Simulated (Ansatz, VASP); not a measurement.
## Two plane-wave programs on BN

```xyz
8
Lattice="1.2538 -3.3395 0.0000 2.5077 0.0000 0.0000 0.2090 -0.5566 8.6753" Properties=species:S:1:pos:R:3 pbc="T T T"
B     0.0000    0.0000    7.2296
B     1.2538    0.0000    0.7231
B     0.0000    0.0000    2.8920
B     1.2538    0.0000    5.0608
N     0.0000    0.0000    1.4453
N     1.2538    0.0000    3.6141
N     0.0000    0.0000    5.7829
N     1.2538    0.0000    7.9518
```

Alike in both runs: task single point; functional PBE; dispersion D3(BJ); k mesh 7 × 9 × 3; occupations gaussian, width 0.05 eV; no spin polarisation.

|  | VASP | Ansatz |
| --- | --- | --- |
| version | VASP 6.6.1 | Ansatz 0.2.0 |
| potentials or method | VASP PAW PBE potentials, release 64 (B, N), cutoff 520 eV | scalar-relativistic, plane waves, PAW |
| valence electrons in the cell | 32 | 32 |

```tsv
	VASP	Ansatz	Ansatz less VASP
gap on the k mesh at the Fermi level (eV)	3.70	3.70	+0.007
least direct gap on the mesh (eV)	4.35	4.36	+0.004
pressure (GPa)	-2.6	-2.7	-0.07
traceless stress, the component that is largest in VASP (GPa)	-6.69	-6.67	+0.015
rms of the force components (eV/Å)	0.981	0.981	-0.0005
```

Atom by atom the forces differ by 0.002 eV/Å (rms over components).
